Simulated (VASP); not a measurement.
## LaPd2: single point with BLYP

Crystal: LaPd2.

```
CELL_PARAMETERS angstrom
-2.06633 2.06633 4.47632
2.06633 -2.06633 4.47632
2.06633 2.06633 -4.47632
ATOMIC_POSITIONS crystal
La 0.00000 0.00000 0.00000
Pd 0.25000 0.75000 0.50000
Pd 0.75000 0.25000 0.50000
```

```json
{
  "Program": "VASP 6.6.1",
  "Task": "single point",
  "Functional": "BLYP",
  "Potentials or basis": "VASP PAW PBE potentials, release 64 (La, Pd)",
  "Cutoff": "520 eV",
  "k mesh": "9 × 9 × 9",
  "Occupations": "fermi-dirac, width 0.05 eV",
  "Spin": "no spin polarisation"
}
```

```json
{"Pressure": "0.1 GPa"}
```

Levels at points of the mesh, in eV from the Fermi level:
```
           k point  band 11  band 12  band 13  band 14  band 15  band 16  band 17  band 18  band 19  band 20
(0.00, 0.00, 0.00)    -2.33    -2.17    -2.17    -1.24    -0.44    -0.19     1.54     1.54     1.70     1.71
```

Wall time 8.7 min on 1 thread of Intel(R) Xeon(R) Platinum 8259CL CPU @ 2.50GHz (Skylake/Cascade Lake), on a shared host, peak memory 0.35 GiB.

Caveat: the PAW data sets were made with another functional, which shifts forces and pressure a little; spin-orbit coupling is left out, which moves the levels of the heavy elements.
